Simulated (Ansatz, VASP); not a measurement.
**Ga4C in VASP and in Ansatz**

INCAR

```
SYSTEM = Ga4C
ALGO = Normal
EDIFF = 1E-6
ENCUT = 520
GGA = PE
ISIF = 2
ISMEAR = 0
ISPIN = 2
LASPH = .True.
LCHARG = .True.
LELF = .True.
LORBIT = 11
LREAL = .False.
LVHAR = .True.
LWAVE = .False.
MAGMOM = 0 0 0 0 1
NBANDS = 40
NELM = 150
PREC = Accurate
SIGMA = 0.1
```

KPOINTS

```
k-points
0
Gamma
  4 4 6
  0 0 0
```

File POSCAR:

```
Ga4C
1.0
    3.4288746727     -3.6417287917      0.0000000000
    3.4288746727      3.6417287917      0.0000000000
    0.0000000000      0.0000000000      3.1738641079
Ga C
4 1
Direct
    0.7054963523      0.2945036477      0.0000000000
    0.2187136595      0.2187136595      0.5000000000
    0.7812863405      0.7812863405      0.5000000000
    0.2945036477      0.7054963523      0.0000000000
    0.0000000000      0.0000000000      0.0000000000
```

Input for Ansatz:

```yaml
crystal:
  lattice:
    - [3.4288746727, -3.6417287917, 0.0]
    - [3.4288746727, 3.6417287917, 0.0]
    - [0.0, 0.0, 3.1738641079]
  atoms:
    - { symbol: Ga, position: [0.7054963523, 0.2945036477, 0.0] }
    - { symbol: Ga, position: [0.2187136595, 0.2187136595, 0.5] }
    - { symbol: Ga, position: [0.7812863405, 0.7812863405, 0.5] }
    - { symbol: Ga, position: [0.2945036477, 0.7054963523, 0.0] }
    - { symbol: C, position: [0.0, 0.0, 0.0], spin: 1.0 }
basis:
  ecutwfc: 420
kpoints:
  mp_grid: { grid: [4, 4, 6] }
hamiltonian:
  xc: pbe
scf:
  occupations: { method: gaussian, width: 0.1 }
  lower_state_search: "off"
output:
  forces: true
  stress: true
  eigenvalues: true
  populations: true
magnetization:
  spin_polarized: true
```

Change from the starting cell: species swapped into the OsCl4 type (Cmmm, No. 65).

Alike in both runs: task single point; functional PBE; k mesh 4 × 4 × 6; occupations gaussian, width 0.1 eV; collinear spin.

```csv
,VASP,Ansatz
version,VASP 6.6.1,Ansatz 0.2.0
potentials or method,"VASP PAW PBE potentials, release 64 (Ga_d, C), cutoff 520 eV","scalar-relativistic, plane waves, PAW"
valence electrons in the cell,56,56
```

```csv
,VASP,Ansatz,Ansatz less VASP
gap on the k mesh at the Fermi level (eV),none,none,-
pressure (GPa),0.1,-0.1,-0.16
"traceless stress, the component that is largest in VASP (GPa)",0.31,0.31,-0.003
rms of the force components (eV/Å),0.016,0.015,-0.0007
net moment per atom (μB),0.00,0.00,0.000
```

Atom by atom the forces differ by 0.008 eV/Å (rms over components). A gap of «none» marks a metal or a gap that the smearing closes. The functional is the same, so the differences come from potentials, cutoffs and numerics. Ansatz's warnings: seeded moment not kept.
